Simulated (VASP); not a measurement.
# K2Nb2O (P6/mmm) in VASP: further runs, part 2 of 2

VASP 6.6.1. Earlier steps stand in the parts before.

## Step 3: Relaxation of cell and atoms, PBE

INCAR reads:

```
SYSTEM = K2Nb2O
ALGO = Normal
EDIFF = 1E-6
EDIFFG = -0.04
ENCUT = 600
GGA = PE
IBRION = 2
ISIF = 3
ISMEAR = 0
LASPH = .True.
LCHARG = .False.
LREAL = .False.
LWAVE = .False.
NELM = 80
NSW = 90
PREC = Accurate
SIGMA = 0.1
```

KPOINTS reads:

```
k-points
0
Gamma
  6 6 2
  0 0 0
```

POSCAR reads:

```
K2Nb2O
1.0
    4.5219239100      0.0000000000      0.0000000000
   -2.2609619600      3.9161009800      0.0000000000
    0.0000000000      0.0000000000      7.9565783600
K Nb O
2 2 1
Direct
    0.0000000000      0.0000000000      0.6861934400
    0.0000000000      0.0000000000      0.3138065600
    0.3333333300      0.6666666700      0.0000000000
    0.6666666700      0.3333333300      0.0000000000
    0.0000000000      0.0000000000      0.0000000000
```

Potentials or basis: VASP PAW PBE potentials, release 64 (K_sv, Nb_sv, O).

Command:

```
$ cat potpaw_PBE.64/K_sv/POTCAR potpaw_PBE.64/Nb_sv/POTCAR potpaw_PBE.64/O/POTCAR > POTCAR
$ mpirun -np 1 vasp_std > vasp.out
```

OUTCAR:

```text
SYSTEM = K2Nb2O
   EDIFF = 1E-6
   EDIFFG = -0.04
   ENCUT = 600
   GGA = PE
   IBRION = 2
   ISIF = 3
   ISMEAR = 0
   LASPH = .True.
   LREAL = .False.
   NELM = 80
   NSW = 90
   PREC = Accurate

 ion  position               nearest neighbor table
   1  0.000  0.000  0.686-   5 2.50   2 2.96
   2  0.000  0.000  0.314-   5 2.50   1 2.96
   3  0.333  0.667  0.000-   4 2.61   4 2.61   4 2.61
   4  0.667  0.333  0.000-   3 2.61   3 2.61   3 2.61
   5  0.000  0.000  0.000-   1 2.50   2 2.50

  LATTYP: Found a hexagonal cell.
 ALAT       =     4.5219239100
 C/A-ratio  =     1.7595560028

  Lattice vectors:

 A1 = (   4.5219239100,   0.0000000000,   0.0000000000)
 A2 = (  -2.2609619600,   3.9161009800,   0.0000000000)
[... 283 lines left out ...]
  free  energy   TOTEN  =       -24.9550225099 eV

  energy  without entropy=      -24.9219118632  energy(sigma->0) =      -24.93846719

[... ionic steps 4 to 11 ...]

--------------------------------------- Ionic step       12  -------------------------------------------

 number of electron      50.0000004 magnetization

------------------------ aborting loop because EDIFF is reached ----------------------------------------
[... 73 lines left out ...]
--------------------------------------- Ionic step       14  -------------------------------------------

 number of electron      50.0000004 magnetization

 Free energy of the ion-electron system (eV)
  ---------------------------------------------------
  ext. energy  EPLUGINS =         0.00000000
  ---------------------------------------------------
  free energy    TOTEN  =       -25.21305535 eV

  energy without entropy =      -25.17981094  energy(sigma->0) =      -25.19643315

 E-fermi :   2.7834     XC(G=0):  -7.8545

 val. band max:        2.7570068714   @ k =   0.1667   0.1667   0.5000
 cond. band min:       2.7970393726   @ k =   0.5000  -0.0000   0.5000
 fundamental gap:      0.0400325011
 Fermi energy:         2.7833561114

 k-point     1 :       0.0000    0.0000    0.0000
  band No.  band energies     occupation
      1     -51.9997      2.00000
      2     -51.2876      2.00000
      3     -28.8392      2.00000
      4     -28.8392      2.00000
      5     -28.3918      2.00000
      6     -28.3894      2.00000
[... 483 lines left out ...]
  FREE ENERGIE OF THE ION-ELECTRON SYSTEM (eV)
  ---------------------------------------------------
  free  energy   TOTEN  =       -25.2130553512 eV

  energy  without entropy=      -25.1798109430  energy(sigma->0) =      -25.19643315

 reached required accuracy - stopping structural energy minimisation
```

OSZICAR:

```text
N       E                     dE             d eps       ncg     rms          rms(c)
DAV:   1     0.563456579327E+03    0.56346E+03   -0.27461E+04   840   0.175E+03
DAV:   2     0.355912030078E+02   -0.52787E+03   -0.50783E+03   948   0.591E+02
DAV:   3    -0.230692987584E+02   -0.58661E+02   -0.56718E+02  1552   0.145E+02
[... 168 lines left out ...]
DAV:   5    -0.252126464354E+02   -0.39813E-03   -0.18708E-03  1236   0.237E-01    0.173E-01
DAV:   6    -0.252128954356E+02   -0.24900E-03   -0.14447E-03  1410   0.207E-01    0.103E-01
DAV:   7    -0.252130033204E+02   -0.10788E-03   -0.63509E-04  1400   0.125E-01    0.406E-02
DAV:   8    -0.252130499898E+02   -0.46669E-04   -0.92092E-05  1400   0.636E-02    0.943E-03
DAV:   9    -0.252130549468E+02   -0.49569E-05   -0.14145E-05  1458   0.250E-02    0.411E-03
DAV:  10    -0.252130553512E+02   -0.40443E-06   -0.93178E-07   612   0.643E-03
  14 F= -.25213055E+02 E0= -.25196433E+02  d E =-.117080E-01
```

CONTCAR:

```text
K2Nb2O
   1.00000000000000
     4.2903162112662958    0.0000000003366810    0.0000000000000000
    -2.1451581100854789    3.7155228290229765   -0.0000000000000000
     0.0000000000000000    0.0000000000000000   10.0247590787122789
  K               Nb              O
     2     2     1
Direct
     0.0000000000000000    0.0000000000000000    0.7185290571152475
     0.0000000000000000    0.0000000000000000    0.2814709428847524
     0.3333333300000021    0.6666666699999979    0.0000000000000000
     0.6666666699999979    0.3333333300000021    0.0000000000000000
     0.0000000000000000    0.0000000000000000    0.0000000000000000

  0.00000000E+00  0.00000000E+00  0.00000000E+00
  0.00000000E+00  0.00000000E+00  0.00000000E+00
  0.00000000E+00  0.00000000E+00  0.00000000E+00
  0.00000000E+00  0.00000000E+00  0.00000000E+00
  0.00000000E+00  0.00000000E+00  0.00000000E+00
```

It took 5.8 min on 1 thread of Intel Xeon 6975P-C (Granite Rapids), shared host; peak memory 0.32 GiB.

Results:

- Free energy: -25.2131 eV
- Relaxed volume: 31.96 Å³/atom
- Relaxed cell: a = 4.290 Å, b = 4.290 Å, c = 10.025 Å, α = 90.00°, β = 90.00°, γ = 120.00°
- Space group after relaxing (to 0.1 Å): P6/mmm (No. 191)
- Energy gained by relaxing: 105.6 meV/atom
- Ionic steps: 14
- Pressure after relaxing: 0.0 GPa
- Largest force after relaxing: 0.021 eV/Å
- Band gap on the k mesh: zero (bands 25 and 26 overlap by 0.44 eV)

Forces in eV/Å, atoms in the order of the input:
```
K    0.000  0.000  0.021
K    0.000  0.000 -0.021
Nb   0.000  0.000  0.000
Nb   0.000  0.000  0.000
O    0.000  0.000  0.000
```

The path:
```
step  energy change (eV)  largest force (eV/Å)  pressure (GPa)  volume (Å³)
   1              0.0000                0.1597           -0.95       140.90
   2             -0.2334                0.1682            0.79       137.32
   3             -0.2701                0.1734            2.53       134.45
   4             -0.2731                0.1731            2.18       134.98
   5             -0.3574                0.3302            0.59       141.98
   6             -0.3848                0.4155           -0.53       148.05
   7             -0.3872                0.4384           -0.85       150.29
   8             -0.4473                0.3739           -0.30       152.23
   9             -0.4617                0.3395            0.12       153.33
  10             -0.4620                0.3338            0.19       153.49
  11             -0.4849                0.2825           -0.08       155.47
  12             -0.5134                0.1718           -0.60       159.99
  13             -0.5164                0.1284           -0.79       161.85
  14             -0.5281                0.0205           -0.05       159.80
```

Final structure:
```
K Nb O
1.0
     4.29032    0.00000    0.00000
    -2.14516    3.71552    0.00000
     0.00000    0.00000   10.02476
K Nb O
2 2 1
Direct
  0.00000 0.00000 0.71853
  0.00000 0.00000 0.28147
  0.33333 0.66667 0.00000
  0.66667 0.33333 0.00000
  0.00000 0.00000 0.00000
```

Levels at points of the mesh, in eV from the Fermi level:
```
           k point  band 21  band 22  band 23  band 24  band 25  band 26  band 27  band 28  band 29  band 30
(0.00, 0.00, 0.00)    -2.47    -0.94    -0.94    -0.51    -0.33    -0.32     0.85     0.85     2.41     2.41
(0.50, 0.00, 0.00)    -1.89    -1.61    -0.58    -0.17     0.04     0.17     0.31     1.34     1.59     2.08
(0.00, 0.00, 0.50)    -2.25    -1.35    -0.94    -0.94    -0.51     0.85     0.85     1.25     2.41     2.41
(0.50, 0.00, 0.50)    -1.89    -1.61    -0.57    -0.17     0.01     0.29     0.32     1.32     1.56     1.58
```

Caveat: the k points lie up to 0.31 Å⁻¹ apart in the final cell; a cell axis changed by over 15 % at a fixed basis, so the end point is rough.

## Step 4: Single point, PBE

This run uses another cell than the first one, of 32.92 Å³/atom.

INCAR reads:

```
SYSTEM = K2Nb2O
PREC = Accurate ; ENCUT = 520
EDIFF = 1E-6 ; ISMEAR = 0
SIGMA = 0.1 ; LREAL = .False.
LASPH = .True. ; NELM = 100
ALGO = Normal ; ISIF = 2
LWAVE = .False. ; LCHARG = .True.
GGA = PE ; LELF = .True.
LVHAR = .True. ; NBANDS = 33
```

KPOINTS reads:

```
regular mesh
0
Gamma
  12 12 4
  0 0 0
```

POSCAR reads:

```
K2Nb2O
1.0
    4.3142188599      0.0000000000      0.0000000000
   -2.1571094299      3.7362231301      0.0000000000
    0.0000000000      0.0000000000     10.2120501411
K Nb O
2 2 1
Direct
    0.0000000000      0.0000000000      0.7266017454
    0.0000000000      0.0000000000      0.2733982546
    0.3333333333      0.6666666667      0.0000000000
    0.6666666667      0.3333333333      0.0000000000
    0.0000000000      0.0000000000      0.0000000000
```

Command:

```
$ cat potpaw_PBE.64/K_sv/POTCAR potpaw_PBE.64/Nb_sv/POTCAR potpaw_PBE.64/O/POTCAR > POTCAR
$ mpirun -np 1 vasp_std > vasp.out
```

Run time: 2.1 min. Hardware: 1 thread of Intel Xeon 6975P-C (Granite Rapids), shared host; peak memory 0.45 GiB.

The run converged. Its results:

| Item | Value |
| --- | --- |
| Free energy | -25.2219 eV |
| Pressure | 0.0 GPa |
| Largest force | 0.020 eV/Å |
| Band gap on the k mesh | zero (bands 25 and 26 overlap by 0.47 eV) |

Forces on the atoms (eV/Å):
```
K    0.000  0.000 -0.020
K    0.000  0.000  0.020
Nb   0.000  0.000  0.000
Nb   0.000  0.000  0.000
O    0.000  0.000  0.000
```

Stress tensor (GPa, compression positive):
```
-0.01  0.00  0.00
 0.00 -0.01  0.00
 0.00  0.00  0.08
```

Levels at points of the mesh, in eV from the Fermi level:
```
           k point  band 22  band 23  band 24  band 25  band 26  band 27  band 28  band 29
(0.00, 0.00, 0.00)    -0.88    -0.88    -0.49    -0.39    -0.34     0.89     0.89     2.42
(0.50, 0.00, 0.00)    -1.53    -0.56    -0.11     0.07     0.16     0.32     1.37     1.61
(0.00, 0.00, 0.50)    -1.32    -0.88    -0.88    -0.49     0.89     0.89     1.14     2.05
(0.50, 0.00, 0.50)    -1.53    -0.55    -0.11     0.04     0.30     0.30     1.36     1.58
```

## Step 5: Overview

| task | spin | cell | k mesh | cutoff (eV) | gap on the mesh (eV) | pressure (GPa) | largest force (eV/Å) |
| --- | --- | --- | --- | --- | --- | --- | --- |
| single point | collinear, zero start | a = 4.522, b = 4.522, c = 7.957 Å, angles 90.0, 90.0, 120.0°, 5 atoms, atomic positions A | 6 × 6 × 2 | 520 | none | -1.0 | 0.16 |
| relaxation of cell and atoms | off | relaxed from a = 4.522, b = 4.522, c = 7.957 Å, angles 90.0, 90.0, 120.0°, 5 atoms, atomic positions A | 6 × 6 × 2 | 600 | none | 0.0 | 0.02 |
| single point | off | a = 4.314, b = 4.314, c = 10.212 Å, angles 90.0, 90.0, 120.0°, 5 atoms, atomic positions B | 12 × 12 × 4 | 520 | none | 0.0 | 0.02 |

Alike in all rows: level PBE; potentials or basis VASP PAW PBE potentials, release 64 (K_sv, Nb_sv, O); smearing gaussian 0.1 eV.

Caveats: some runs use coarse meshes; a cell axis changed by over 15 % at a fixed basis, so the end point is rough (at least some runs).

Total energies depend on the potentials used, so only differences within one code and one set of settings carry meaning.
